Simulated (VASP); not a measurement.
Here is a VASP 6.6.1 calculation.

The input INCAR:

```
SYSTEM = CsH
PREC     = Accurate       ! precision mode
ENCUT    = 520            ! plane-wave cutoff, eV
EDIFF    = 1E-6           ! SCF threshold, eV
ISMEAR   = 0              ! smearing method
SIGMA    = 0.05           ! smearing width, eV
LREAL    = .False.        ! projectors in reciprocal space
LASPH    = .True.         ! aspherical terms in the spheres
NELM     = 100            ! most SCF steps
ALGO     = Normal         ! electronic algorithm
ISIF     = 2              ! what is computed and relaxed
LWAVE    = .False.        ! write WAVECAR
LCHARG   = .False.        ! write CHGCAR
NBANDS   = 12             ! bands
```

File KPOINTS:

```
regular mesh
0
Gamma
  8 8 8
  0 0 0
```

POSCAR

```
CsH
1.0
    3.8184085400      0.0000000000      0.0000000000
    0.0000000000      3.8184085400      0.0000000000
    0.0000000000      0.0000000000      4.0188749884
Cs H
1 1
Direct
    0.0000000000      0.0000000000      0.0000000000
    0.5000000000      0.5000000000      0.5000000000
```

Potentials or basis: VASP PAW LDA potentials, release 64 (Cs_sv, H).

Command:

```sh
$ cat potpaw_LDA.64/Cs_sv/POTCAR potpaw_LDA.64/H/POTCAR > POTCAR
$ mpirun -np 1 vasp_std > vasp.out
```

Question: Estimate the pressure.

Answer: -2.3 GPa.

Question: Estimate the band gap on the k mesh.

Answer: 2.03 eV, indirect (least direct gap 2.22 eV).

Stress tensor (GPa, compression positive):
```
-1.71  0.00  0.00
 0.00 -1.71  0.00
 0.00  0.00 -3.44
```

Caveat: the cell differs from its parent crystal (strain +0.0525 x Voigt [0, 0, 1, 0, 0, 0]); spin-orbit coupling is left out, which moves the levels of the heavy elements. A k mesh can miss the band edges.
